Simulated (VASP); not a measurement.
# MgZn15O16 (P1) in VASP: notebook, part 2 of 2

VASP 6.6.1. Earlier steps stand in the parts before.

### Step 3. Single point, PBEsol

File INCAR:

```
PREC     = Accurate       # precision mode
ENCUT    = 520            # plane-wave cutoff, eV
EDIFF    = 1E-6           # SCF threshold, eV
ISMEAR   = -1             # smearing method
SIGMA    = 0.05           # smearing width, eV
LREAL    = Auto         
LASPH    = T              # aspherical terms in the spheres
NELM     = 100            # most SCF steps
ALGO     = Normal         # electronic algorithm
ISIF     = 2              # what is computed and relaxed
LWAVE    = F              # write WAVECAR
LCHARG   = F              # write CHGCAR
GGA      = PS             # functional
NBANDS   = 316            # bands
ISYM     = 0
```

File KPOINTS:

```
Automatic mesh
0
Gamma
  1 1 1
  0.25 0.25 0.25
```

File POSCAR:

```
MgZn15O16
1.0
    8.5245253443      0.0000000000      0.0000000000
    0.0000000000      8.5245253443      0.0000000000
    0.0000000000      0.0000000000      8.5245253443
O Zn Mg
32 30 2
Direct
    0.2497740000      0.0002090000      0.9999720000
    0.2496750000      0.0004280000      0.4998280000
    0.2501740000      0.4999230000      0.9984270000
    0.2502830000      0.5000730000      0.5015610000
    0.7495850000      0.0006590000      0.0001120000
    0.7496620000      0.0006200000      0.4997560000
    0.7494380000      0.5002950000      0.9999010000
    0.7497160000      0.5003920000      0.5001390000
    0.9996330000      0.2504080000      0.9999260000
    0.9995960000      0.2506120000      0.5001120000
    0.9993560000      0.7504590000      0.9985640000
    0.9995760000      0.7507570000      0.5014150000
    0.4998620000      0.2498690000      0.0000290000
    0.4999810000      0.2501650000      0.4998000000
    0.4998170000      0.7506530000      0.0000460000
    0.4997850000      0.7505270000      0.4998060000
    0.9995330000      0.0005150000      0.2499300000
    0.9997370000      0.9988550000      0.7498940000
    0.0000480000      0.5004820000      0.2500030000
    0.0020430000      0.5028690000      0.7502310000
    0.4999300000      0.0003320000      0.2501450000
    0.4993810000      0.9999770000      0.7496540000
    0.4995980000      0.5002930000      0.2498960000
    0.4981380000      0.5003040000      0.7498500000
    0.2497040000      0.2501870000      0.2499740000
    0.2498790000      0.2518900000      0.7501020000
    0.2496240000      0.7502310000      0.2498850000
    0.2472820000      0.7478150000      0.7497720000
    0.7498470000      0.2507240000      0.2499420000
    0.7498130000      0.2505740000      0.7499530000
    0.7497280000      0.7500970000      0.2500790000
    0.7512230000      0.7507020000      0.7500260000
    0.9996680000      0.0005270000      0.0000940000
    0.9997560000      0.0006290000      0.4997340000
    0.9997210000      0.5004760000      0.9999970000
    0.9998210000      0.5005770000      0.4999220000
    0.4996750000      0.0003950000      0.0000310000
    0.4996830000      0.0004650000      0.4998680000
    0.4999030000      0.5002150000      0.0001270000
    0.5000830000      0.5004080000      0.4997820000
    0.2497730000      0.2502360000      0.0000870000
    0.2498970000      0.2501670000      0.4997650000
    0.2496710000      0.7501440000      0.9998380000
    0.2497890000      0.7501880000      0.4999910000
    0.7497630000      0.2505190000      0.0001180000
    0.7496700000      0.2503780000      0.4998420000
    0.7495060000      0.7505920000      0.0000890000
    0.7494880000      0.7506190000      0.4998010000
    0.2497920000      0.0001720000      0.2499160000
    0.2497490000      0.0003090000      0.7499660000
    0.2498600000      0.5002560000      0.2500140000
    0.7495980000      0.0004600000      0.2499100000
    0.7494600000      0.0006940000      0.7499630000
    0.7497820000      0.5005140000      0.2500010000
    0.7498280000      0.5004540000      0.7500470000
    0.9997730000      0.2504700000      0.2500560000
    0.9996410000      0.2504500000      0.7499050000
    0.9997370000      0.7504670000      0.2500710000
    0.4997180000      0.2503360000      0.2498790000
    0.4998500000      0.2502520000      0.7499140000
    0.4996620000      0.7503350000      0.2499110000
    0.4996510000      0.7503370000      0.7499700000
    0.2502080000      0.4997780000      0.7499910000
    0.9992310000      0.7509360000      0.7499210000
```

Potentials or basis: VASP PAW PBE potentials, release 64 (O, Zn, Mg).

Command:

```sh
> cat potpaw_PBE.64/O/POTCAR potpaw_PBE.64/Zn/POTCAR potpaw_PBE.64/Mg/POTCAR > POTCAR
> mpirun -np 1 vasp_std > vasp.out
```

OUTCAR:

```text
PREC = Accurate
   ENCUT = 520
   EDIFF = 1E-6
   ISMEAR = -1
   LREAL = Auto
   LASPH = T
   NELM = 100
   ISIF = 2
   GGA = PS
   ISYM = 0

 ion  position               nearest neighbor table
   1  0.250  0.000  1.000-  37 2.13  49 2.13  50 2.13  41 2.13  43 2.13  33 2.13
   2  0.250  0.000  0.500-  42 2.13  49 2.13  34 2.13  38 2.13  50 2.13  44 2.13
   3  0.250  0.500  0.998-  63 2.12  41 2.13  39 2.13  43 2.13  35 2.14  51 2.14
   4  0.250  0.500  0.502-  63 2.12  40 2.13  42 2.13  44 2.13  36 2.14  51 2.14
   5  0.750  0.001  0.000-  52 2.13  45 2.13  37 2.13  47 2.13  33 2.13  53 2.13
   6  0.750  0.001  0.500-  46 2.13  52 2.13  38 2.13  48 2.13  34 2.13  53 2.13
[... 76 lines left out ...]
  58  1.000  0.750  0.250-  27 2.13  19 2.13  31 2.13  17 2.13  12 2.14  11 2.14  36 3.01  49 3.01
                            34 3.01  54 3.01  44 3.01  48 3.01  33 3.01  35 3.01  52 3.01  43 3.01
  59  0.500  0.250  0.250-  13 2.13  14 2.13  23 2.13  21 2.13  25 2.13  29 2.13  39 3.01  42 3.01
                            41 3.01  52 3.01  51 3.01  37 3.01  45 3.01  38 3.01  46 3.01  40 3.01
  60  0.500  0.250  0.750-  30 2.13  26 2.13  24 2.13  14 2.13  13 2.13  22 2.13  53 3.01  63 3.01
                            38 3.01  46 3.01  37 3.01  50 3.01  42 3.01  45 3.01  39 3.01  55 3.01
  61  0.500  0.750  0.250-  15 2.13  16 2.13  21 2.13  27 2.13  23 2.13  31 2.13  47 3.01  49 3.01
[... 269 lines left out ...]
      6     -14.9235      2.00000
[... 1161 lines left out ...]
    289       8.1104      0.00000
    290       8.3085      0.00000
 [bands above 290 left out]

------------------------ aborting loop because EDIFF is reached ----------------------------------------

  FORCE on cell =-STRESS in cart. coord.  units (eV):
  Direction    XX          YY          ZZ          XY          YZ          ZX
  --------------------------------------------------------------------------------------
  -------------------------------------------------------------------------------------
  Total        4.2610218      4.2684968      4.1660450     -0.1272327      0.0037416      0.0051530
  in kB       11.0208153     11.0401488     10.7751647     -0.3290780      0.0096775      0.0133279
  external PRESSURE =      10.9453763 kB  Pullay stress =       0.0000000 kB

 VOLUME and BASIS-vectors are now :
 -----------------------------------------------------------------------------
  energy-cutoff  :      520.00
  volume of cell :      619.46
      direct lattice vectors                 reciprocal lattice vectors
     8.524525344  0.000000000  0.000000000     0.117308584  0.000000000  0.000000000
     0.000000000  8.524525344  0.000000000     0.000000000  0.117308584  0.000000000
     0.000000000  0.000000000  8.524525344     0.000000000  0.000000000  0.117308584

 POSITION                                       TOTAL-FORCE (eV/Angst)
 -----------------------------------------------------------------------------------
      2.12920      0.00178      8.52429        -0.002015      0.006206     -0.000634
      2.12836      0.00365      4.26080         0.003778      0.001888      0.004056
      2.13261      4.26161      8.51112        -0.001709      0.012243     -0.038858
      2.13354      4.26288      4.27557        -0.016706     -0.005542      0.035315
      6.38986      0.00562      0.00095        -0.001306     -0.003687     -0.002709
      6.39051      0.00529      4.26018         0.001049     -0.000965      0.004867
[... 56 lines left out ...]
      2.13290      4.26037      6.39332         0.007103     -0.005706     -0.003419
      8.51797      6.40137      6.39272        -0.009243      0.006291      0.001572
 -----------------------------------------------------------------------------------
    total drift:                                0.009688     -0.024590      0.004668

  FREE ENERGIE OF THE ION-ELECTRON SYSTEM (eV)
  ---------------------------------------------------
  free  energy   TOTEN  =      -309.6832438560 eV

  energy  without entropy=     -309.6832438557  energy(sigma->0) =     -309.68324386
```

stdout:

```text
POSCAR found type information on POSCAR O ZnMg
 POSCAR found :  3 types and      64 ions
 scaLAPACK will be used
 -----------------------------------------------------------------------------
|                                                                             |
|                                                                             |
|     You enforced a specific xc type in the INCAR file but a different       |
|     I HOPE YOU KNOW WHAT YOU ARE DOING!                                     |
|                                                                             |
 -----------------------------------------------------------------------------

 LDA part: xc-table for (Slater+PW92), standard interpolation
 POSCAR, INCAR and KPOINTS ok, starting setup
 FFT: planning ... GRIDC
 FFT: planning ... GRID_SOFT
 FFT: planning ... GRID
 WAVECAR not read
 entering main loop
```

Run time: 58 min. Hardware: 1 thread of AMD EPYC 7R13, shared host; peak memory 0.9 GiB.

What came out:

* Free energy: -309.6832 eV
* Pressure: 1.1 GPa
* Largest force: 0.047 eV/Å
* Band gap on the k mesh: 2.39 eV

Forces on the atoms (eV/Å):
```
O   -0.002  0.006 -0.001
O    0.004  0.002  0.004
O   -0.002  0.012 -0.039
O   -0.017 -0.006  0.035
O   -0.001 -0.004 -0.003
O    0.001 -0.001  0.005
O    0.005  0.002  0.001
O    0.000  0.001 -0.002
O    0.000  0.000 -0.003
O    0.005 -0.007 -0.001
O    0.006  0.008 -0.045
O   -0.004 -0.013  0.044
O    0.000  0.005  0.000
O   -0.003  0.005 -0.001
O   -0.004 -0.006 -0.007
O   -0.001 -0.002  0.006
O    0.006 -0.004 -0.002
O    0.004 -0.043  0.008
O   -0.006 -0.001 -0.003
O    0.029  0.022 -0.016
O   -0.010  0.002 -0.007
O    0.005  0.010  0.013
O    0.006  0.001  0.000
O   -0.033  0.009  0.013
O   -0.001  0.002 -0.002
O   -0.009  0.038 -0.011
O    0.001  0.006  0.001
O   -0.023 -0.019  0.014
O   -0.003 -0.004  0.002
O   -0.001 -0.004  0.003
O   -0.002  0.011 -0.007
O    0.045 -0.014 -0.005
Zn  -0.001  0.000 -0.001
Zn  -0.006 -0.001  0.004
Zn   0.005  0.000  0.001
Zn   0.003  0.000  0.009
Zn   0.001 -0.001  0.000
Zn   0.002 -0.005 -0.004
Zn  -0.002  0.002 -0.006
Zn  -0.007 -0.005  0.003
Zn  -0.002 -0.006  0.001
Zn  -0.003  0.005  0.006
Zn  -0.003  0.000  0.001
Zn  -0.003  0.003 -0.001
Zn   0.000 -0.005 -0.001
Zn   0.004  0.004 -0.002
Zn   0.005 -0.003  0.002
Zn   0.007 -0.001  0.005
Zn  -0.001  0.001  0.000
Zn  -0.006 -0.007 -0.003
Zn  -0.002  0.000 -0.001
Zn   0.004  0.002  0.003
Zn   0.005 -0.004 -0.002
Zn   0.004 -0.006  0.001
Zn   0.003  0.004 -0.005
Zn  -0.004  0.001 -0.004
Zn   0.007  0.007  0.004
Zn  -0.003  0.002 -0.005
Zn   0.007 -0.003  0.004
Zn   0.002 -0.002  0.001
Zn  -0.001  0.003  0.002
Zn  -0.005 -0.004 -0.003
Mg   0.007 -0.006 -0.003
Mg  -0.009  0.006  0.002
```

Levels at points of the mesh, in eV from the valence-band top:
```
           k point  band 275  band 276  band 277  band 278  band 279  band 280  band 281  band 282
(0.25, 0.25, 0.25)     -0.09     -0.03     -0.02     -0.01      2.39      4.25      4.29      4.34
```

Caveat: the PAW data sets were made with another functional, which shifts forces and pressure a little; a shifted mesh leaves out Γ, where band edges can lie. A k mesh can miss the band edges.
